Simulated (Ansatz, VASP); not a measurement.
NaI in VASP and in Ansatz

```
Na I
1.0
     0.00000    3.22963    3.22963
     3.22963    0.00000    3.22963
     3.22963    3.22963    0.00000
Na I
1 1
Cartesian
  0.0000 0.0000 0.0000
  3.2296 3.2296 3.2296
```

Alike in both runs: task single point; functional r2SCAN; k mesh 8 × 8 × 8; no spin polarisation.

```csv
,VASP,Ansatz
version,VASP 6.6.1,Ansatz 0.2.0
potentials or method,"VASP PAW PBE potentials, release 64 (Na_pv, I)","plane waves, PAW"
plane-wave cutoff (eV),520,500
occupations,"gaussian, width 0.01 eV",fixed
valence electrons in the cell,14,26
```

Ansatz gave:

| Item | Value |
| --- | --- |
| gap on the k mesh at the Fermi level (eV) | 4.45 |
| pressure (GPa) | 0.0 |

Question: What did VASP give for the same quantities?

Answer: gap on the k mesh at the Fermi level (eV): 4.46; pressure (GPa): -0.1.

VASP's potentials were made for PBE, not for r2SCAN. VASP's potentials hold 14 valence electrons a cell and Ansatz's 26, so a difference there can come from the potentials and not from the codes.

Spin-orbit coupling is off throughout.
